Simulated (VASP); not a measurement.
# Ga in VASP: a series of runs

Runs on Ga. Level: PBE. Tasks: single point.

All numbers are computed with VASP 6.6.1; they aren't measurements. Logs are shortened: lines on timing, memory, paths and dates and some standing lists are left out, and cuts for length are marked.

### Step 1. The cell of the first run

The typed cell holds 1 atom: a = 2.716 Å, b = 2.716 Å, c = 2.717 Å, α = 90.00°, β = 90.00°, γ = 90.00°.

The cell was built from a structure type or drawn by symmetry, and may not be a known phase.

### Step 2. Single point, PBE

INCAR reads:

```
SYSTEM = Ga
ALGO = Fast ; EDIFF = 1E-6
ENCUT = 520 ; GGA = PE
ISIF = 2 ; ISMEAR = 0
LASPH = .TRUE. ; LCHARG = .FALSE.
LREAL = .FALSE. ; LWAVE = .FALSE.
NBANDS = 12 ; NELM = 100
PREC = Accurate ; SIGMA = 0.1
```

KPOINTS reads:

```
k-points
0
G
  20 20 20
  0 0 0
```

POSCAR reads:

```
Ga
1.0
    2.7161591794      0.0000000000      0.0000000000
    0.0000000000      2.7161591794      0.0000000000
    0.0000000000      0.0000000000      2.7171105552
Ga
1
Direct
    0.5000000000      0.5000000000      0.5000000000
```

Potentials or basis: VASP PAW PBE potentials, release 64 (Ga_d).

Started as:

```
cat potpaw_PBE.64/Ga_d/POTCAR > POTCAR
mpirun -np 1 vasp_std > vasp.out
```

OUTCAR:

```text
SYSTEM = Ga
   EDIFF = 1E-6
   ENCUT = 520
   GGA = PE
   ISIF = 2
   ISMEAR = 0
   LASPH = .TRUE.
   LREAL = .FALSE.
   NELM = 100
   PREC = Accurate

 ion  position               nearest neighbor table
   1  0.500  0.500  0.500-

  LATTYP: Found a simple tetragonal cell.
 ALAT       =     2.7161591794
 C/A-ratio  =     1.0003502651

  Lattice vectors:

 A1 = (   2.7161591794,   0.0000000000,   0.0000000000)
 A2 = (   0.0000000000,   2.7161591794,   0.0000000000)
 A3 = (   0.0000000000,   0.0000000000,   2.7171105552)

Analysis of symmetry for initial positions (statically):
=====================================================================
 Subroutine PRICEL returns:
 Original cell was already a primitive cell.

 Routine SETGRP: Setting up the symmetry group for a
 simple tetragonal supercell.

 Subroutine GETGRP returns: Found 16 space group operations
 (whereof 16 operations were pure point group operations)
 out of a pool of 16 trial point group operations.

The static configuration has the point symmetry D_4h.

Analysis of symmetry for dynamics (positions and initial velocities):
=====================================================================
 Subroutine PRICEL returns:
 Original cell was already a primitive cell.

 Routine SETGRP: Setting up the symmetry group for a
 simple tetragonal supercell.

 Subroutine GETGRP returns: Found 16 space group operations
 (whereof 16 operations were pure point group operations)
 out of a pool of 16 trial point group operations.

The dynamic configuration has the point symmetry D_4h.

 Subroutine INISYM returns: Found 16 space group operations
 (whereof 16 operations are pure point group operations),
 and found     1 'primitive' translations

----------------------------------------------------------------------------------------

                                     Primitive cell

  volume of cell :      20.0455

  direct lattice vectors                    reciprocal lattice vectors
     2.716159179  0.000000000  0.000000000     0.368166935  0.000000000  0.000000000
     0.000000000  2.716159179  0.000000000     0.000000000  0.368166935  0.000000000
     0.000000000  0.000000000  2.717110555     0.000000000  0.000000000  0.368038024

  length of vectors
     2.716159179  2.716159179  2.717110555     0.368166935  0.368166935  0.368038024

  position of ions in fractional coordinates (direct lattice)
     0.500000000  0.500000000  0.500000000

  ion indices of the primitive-cell ions
   primitive index   ion index
                 1           1

----------------------------------------------------------------------------------------

 KPOINTS: k-points

Automatic generation of k-mesh.
 Grid dimensions read from file:
 generate k-points for:   20   20   20

 Generating k-lattice:

  Cartesian coordinates                     Fractional coordinates (reciprocal lattice)
     0.018408347  0.000000000  0.000000000     0.050000000  0.000000000  0.000000000
     0.000000000  0.018408347  0.000000000     0.000000000  0.050000000  0.000000000
     0.000000000  0.000000000  0.018401901     0.000000000  0.000000000  0.050000000

  Length of vectors
     0.018408347  0.018408347  0.018401901

  Shift w.r.t. Gamma in fractional coordinates (k-lattice)
     0.000000000  0.000000000  0.000000000

 Subroutine IBZKPT returns following result:
 ===========================================

 Found    726 irreducible k-points:

 Following reciprocal coordinates:
            Coordinates               Weight
  0.000000  0.000000  0.000000      1.000000
  0.050000  0.000000  0.000000      4.000000
  0.100000  0.000000  0.000000      4.000000
  0.150000  0.000000  0.000000      4.000000
  0.200000  0.000000  0.000000      4.000000
  0.250000  0.000000  0.000000      4.000000
[... 16 lines left out ...]
  0.150000  0.100000  0.000000      8.000000
  0.200000  0.100000  0.000000      8.000000
 [... further k-points ...]
   k-points           NKPTS =    726   k-points in BZ     NKDIM =    726   number of bands    NBANDS=     12
   number of dos      NEDOS =    301   number of ions     NIONS =      1
   total plane-waves  NPLWV =   8000
   dimension x,y,z NGX =    20 NGY =   20 NGZ =   20
   dimension x,y,z NGXF=    40 NGYF=   40 NGZF=   40
   ions per type =               1
   NGX,Y,Z   is equivalent  to a cutoff of  12.24, 12.24, 12.24 a.u.
   NGXF,Y,Z  is equivalent  to a cutoff of  24.48, 24.48, 24.47 a.u.
 SYSTEM =  Ga
   PREC   = accura    normal or accurate (medium, high low for compatibility)
   ISTART =      0    job   : 0-new  1-cont  2-samecut
   ICHARG =      2    charge: 1-file 2-atom 10-const
   ISPIN  =      1    spin polarized calculation?
   LNONCOLLINEAR =      F non collinear calculations
   LSORBIT =      F    spin-orbit coupling
   LASPH  =      T    aspherical Exc in radial PAW
   ENCUT  =  520.0 eV  38.22 Ry    6.18 a.u.   5.05  5.05  5.05*2*pi/ulx,y,z
   NELM   =    100;   NELMIN=  2; NELMDL= -5     # of ELM steps
   EDIFF  = 0.1E-05   stopping-criterion for ELM
   LREAL  =      F    real-space projection
   EDIFFG = 0.1E-04   stopping-criterion for IOM
   NSW    =      0    number of steps for IOM
   IBRION =     -1    ionic relax: 0-MD 1-quasi-New 2-CG
   NFREE  =      0    steps in history (QN), initial steepest desc. (CG)
   ISIF   =      2    stress and relaxation
   ISYM   =      2    0-nonsym 1-usesym 2-fastsym
   POTIM  = 0.5000    time-step for ionic-motion
   TEBEG  =    0.0;   TEEND  =   0.0 temperature during run
   PSTRESS=    0.0 pullay stress
   NELECT =      13.0000    total number of electrons
   NUPDOWN=      -1.0000    fix difference up-down
   EMIN   =  10.00;   EMAX   =-10.00  energy-range for DOS
   EFERMI =   0.00;   METHOD = LEGACY
   ISMEAR =     0;   SIGMA  =   0.10  broadening in eV -4-tet -1-fermi 0-gaus
   EFERMI_NEDOS =   21; number of points for ismear=-14 and -15
   IALGO  =     68    algorithm
   IMIX   =      4    mixing-type and parameters
     AMIX     =   0.40;   BMIX     =  1.00
     AMIX_MAG =   1.60;   BMIX_MAG =  1.00
  volume/ion in A,a.u.               =      20.05       135.27
  Fermi-wavevector in a.u.,A,eV,Ry     =   1.417044  2.677825 27.320689  2.008014
  Thomas-Fermi vector in A             =   2.538315
   LORBIT       =      0    0 simple, 1 ext, 2 COOP (PROOUT), +10 PAW based schemes
   GGA     = PE    functional components
   LHFCALC =     F    Hartree Fock is set to
   AEXX    =    0.0000 exact exchange contribution
   IVDW    =     0    specifies the selected vdW correction
   LEPSILON=     F    determine dielectric tensor
   LRPA    =     F    only Hartree local field effects (RPA)
 non-spin polarized calculation
 RMM-DIIS sequential band-by-band and
 Gauss-broadening in eV      SIGMA  =   0.10
  energy-cutoff  :      520.00
  volume of cell :       20.05
 maximum number of plane-waves:       554
   NGX = 11   NGY = 11   NGZ = 11

 number of electron      13.0000027 magnetization

 Free energy of the ion-electron system (eV)
  ---------------------------------------------------
  ext. energy  EPLUGINS =         0.00000000
  ---------------------------------------------------
  free energy    TOTEN  =        -2.82677670 eV

  energy without entropy =       -2.82410244  energy(sigma->0) =       -2.82543957

 E-fermi :   4.7587     XC(G=0): -10.6372

 val. band max:        4.7580962782   @ k =   0.4000   0.2000   0.4500
 cond. band min:       4.7590239653   @ k =   0.4500   0.4000   0.2000
 fundamental gap:      0.0009276871
 Fermi energy:         4.7587317623

 k-point     1 :       0.0000    0.0000    0.0000
  band No.  band energies     occupation
      1     -10.3556      2.00000
      2     -10.3552      2.00000
      3      -9.8420      2.00000
      4      -9.8420      2.00000
      5      -9.8417      2.00000
      6      -5.8020      2.00000
      7      13.7034      0.00000
      8      13.7174      0.00000
      9      13.7174      0.00000
     10      16.6387      0.00000
     11      16.6467      0.00000
     12      19.1029      0.00000

 k-point     2 :       0.0500    0.0000    0.0000
  band No.  band energies     occupation
      1     -10.3543      2.00000
      2     -10.3469      2.00000
      3      -9.8455      2.00000
      4      -9.8452      2.00000
      5      -9.8417      2.00000
      6      -5.7514      2.00000
      7      12.8183      0.00000
      8      13.7563      0.00000
      9      13.7702      0.00000
     10      16.6838      0.00000
     11      17.3474      0.00000
     12      19.4230      0.00000

 k-point     3 :       0.1000    0.0000    0.0000
  band No.  band energies     occupation
      1     -10.3515      2.00000
      2     -10.3222      2.00000
      3      -9.8556      2.00000
      4      -9.8553      2.00000
      5      -9.8408      2.00000
      6      -5.5991      2.00000
      7      11.2143      0.00000
      8      13.9139      0.00000
      9      13.9278      0.00000
     10      16.8133      0.00000
     11      18.1067      0.00000
     12      20.6359      0.00000

 k-point     4 :       0.1500    0.0000    0.0000
  band No.  band energies     occupation
      1     -10.3471      2.00000
      2     -10.2844      2.00000
      3      -9.8714      2.00000
      4      -9.8711      2.00000
      5      -9.8395      2.00000
      6      -5.3441      2.00000
      7       9.5312      0.00000
      8      14.1727      0.00000
      9      14.1866      0.00000
     10      17.0293      0.00000
     11      18.5093      0.00000
     12      22.5161      0.00000

 k-point     5 :       0.2000    0.0000    0.0000
  band No.  band energies     occupation
      1     -10.3416      2.00000
      2     -10.2378      2.00000
      3      -9.8911      2.00000
      4      -9.8908      2.00000
      5      -9.8378      2.00000
      6      -4.9856      2.00000
      7       7.8861      0.00000
      8      14.5266      0.00000
      9      14.5406      0.00000
     10      17.3319      0.00000
     11      18.8492      0.00000
     12      24.6052      0.00000
[... 228 lines left out ...]
      1     -10.3092      2.00000
      2     -10.0280      2.00000
      3      -9.9888      2.00000
      4      -9.9822      2.00000
      5      -9.8332      2.00000
      6      -1.3945      2.00000
      7       0.7152      2.00000
      8      16.3812      0.00000
      9      17.1836      0.00000
     10      20.0434      0.00000
     11      20.9024      0.00000
     12      21.7336      0.00000

 k-point    22 :       0.1000    0.1000    0.0000
  band No.  band energies     occupation
      1     -10.3333      2.00000
      2     -10.3026      2.00000
      3      -9.8702      2.00000
      4      -9.8554      2.00000
      5      -9.8534      2.00000
      6      -5.3962      2.00000
      7      11.1544      0.00000
      8      11.7090      0.00000
      9      14.1244      0.00000
     10      17.5930      0.00000
     11      19.9278      0.00000
     12      21.1512      0.00000

 k-point    23 :       0.1500    0.1000    0.0000
  band No.  band energies     occupation
      1     -10.3251      2.00000
      2     -10.2678      2.00000
      3      -9.8873      2.00000
      4      -9.8701      2.00000
      5      -9.8528      2.00000
      6      -5.1414      2.00000
      7       9.6948      0.00000
      8      11.7390      0.00000
      9      14.3833      0.00000
     10      17.8552      0.00000
     11      20.6045      0.00000
     12      22.6283      0.00000

 k-point    24 :       0.2000    0.1000    0.0000
  band No.  band energies     occupation
      1     -10.3183      2.00000
      2     -10.2213      2.00000
      3      -9.9088      2.00000
      4      -9.8897      2.00000
      5      -9.8511      2.00000
      6      -4.7834      2.00000
      7       8.0693      0.00000
      8      12.0665      0.00000
      9      14.7375      0.00000
     10      18.1678      0.00000
     11      20.9049      0.00000
     12      24.2683      0.00000

 [... further k-points ...]

------------------------ aborting loop because EDIFF is reached ----------------------------------------

  FORCE on cell =-STRESS in cart. coord.  units (eV):
  Direction    XX          YY          ZZ          XY          YZ          ZX
  --------------------------------------------------------------------------------------
  -------------------------------------------------------------------------------------
  Total        0.0169346      0.0169346      0.0133247      0.0000000      0.0000000      0.0000000
  in kB        1.3535259      1.3535259      1.0649988      0.0000000      0.0000000      0.0000000
  external PRESSURE =       1.2573502 kB  Pullay stress =       0.0000000 kB

 VOLUME and BASIS-vectors are now :
 -----------------------------------------------------------------------------
  energy-cutoff  :      520.00
  volume of cell :       20.05
      direct lattice vectors                 reciprocal lattice vectors
     2.716159179  0.000000000  0.000000000     0.368166935  0.000000000  0.000000000
     0.000000000  2.716159179  0.000000000     0.000000000  0.368166935  0.000000000
     0.000000000  0.000000000  2.717110555     0.000000000  0.000000000  0.368038024

 POSITION                                       TOTAL-FORCE (eV/Angst)
 -----------------------------------------------------------------------------------
      1.35808      1.35808      1.35856         0.000000      0.000000      0.000000
 -----------------------------------------------------------------------------------
    total drift:                               -0.000000      0.000000     -0.000000

  FREE ENERGIE OF THE ION-ELECTRON SYSTEM (eV)
  ---------------------------------------------------
  free  energy   TOTEN  =        -2.8267767009 eV

  energy  without entropy=       -2.8241024437  energy(sigma->0) =       -2.82543957
```

Wall time 2.7 min (1 thread of Intel Xeon 8259CL, shared host); peak memory 0.26 GiB.

What came out:

```yaml
Free_energy: -2.8268 eV
Pressure: 0.1 GPa
Band_gap_on_the_k_mesh: zero (an odd number of electrons rules out a gap without spin polarisation)
```

Levels at points of the mesh, in eV from the Fermi level:
```tsv
k point	band 3	band 4	band 5	band 6	band 7	band 8	band 9	band 10	band 11	band 12
(0.00, 0.00, 0.00)	-14.60	-14.60	-14.60	-10.56	8.94	8.96	8.96	11.88	11.89	14.34
(0.50, 0.00, 0.00)	-14.74	-14.74	-14.59	-6.20	-4.10	12.37	12.38	15.59	16.43	17.30
(0.50, 0.50, 0.00)	-14.72	-14.72	-14.46	-1.65	-0.66	-0.66	4.23	15.87	20.46	20.47
(0.00, 0.00, 0.50)	-14.74	-14.74	-14.59	-6.21	-4.10	12.38	12.38	15.59	16.43	17.30
(0.50, 0.00, 0.50)	-14.72	-14.72	-14.47	-1.66	-0.66	-0.66	4.22	15.88	20.47	20.47
(0.50, 0.50, 0.50)	-14.94	-14.46	-14.46	2.63	2.63	2.63	3.76	8.19	8.20	8.20
```

### Step 3. Single point, PBE (20.65 Å³/atom)

This run uses another cell than the first one, of 20.65 Å³/atom.

INCAR reads:

```
ALGO = Fast ; EDIFF = 1E-6
ENCUT = 520 ; GGA = PE
ISIF = 2 ; ISMEAR = 0
LASPH = T ; LCHARG = T
LELF = T ; LREAL = F
LVHAR = T ; LWAVE = F
NBANDS = 12 ; NELM = 80
PREC = Accurate ; SIGMA = 0.1
```

KPOINTS reads:

```
k-points
0
Gamma
  20 20 20
```

POSCAR reads:

```
Ga
1.0
    2.7430535936      0.0000000000      0.0000000000
    0.0000000000      2.7430535936      0.0000000000
    0.0000000000      0.0000000000      2.7440143896
Ga
1
Direct
    0.5000000000      0.5000000000      0.5000000000
```

Potentials or basis: VASP PAW PBE potentials, release 64 (Ga_d).

Started as:

```
cat potpaw_PBE.64/Ga_d/POTCAR > POTCAR
mpirun -np 1 vasp_std > vasp.out
```

It took 2.4 min on 1 thread of Intel Xeon 8259CL, shared host; peak memory 0.27 GiB.

The run converged. Its results:

```
Free energy            : -2.8249 eV
Pressure               : -1.1 GPa
Band gap on the k mesh : zero (an odd number of electrons rules out a gap without spin polarisation)
```

Levels at points of the mesh, in eV from the Fermi level:
```tsv
k point	band 5	band 6	band 7	band 8	band 9	band 10
(0.00, 0.00, 0.00)	-14.60	-10.37	8.74	8.76	8.76	11.69
(0.50, 0.00, 0.00)	-14.59	-6.16	-3.96	12.04	12.06	15.30
(0.50, 0.50, 0.00)	-14.47	-1.77	-0.62	-0.62	4.22	15.39
(0.00, 0.00, 0.50)	-14.59	-6.16	-3.96	12.05	12.05	15.30
(0.50, 0.00, 0.50)	-14.47	-1.77	-0.63	-0.62	4.22	15.40
(0.50, 0.50, 0.50)	-14.46	2.56	2.56	2.57	3.41	8.10
```
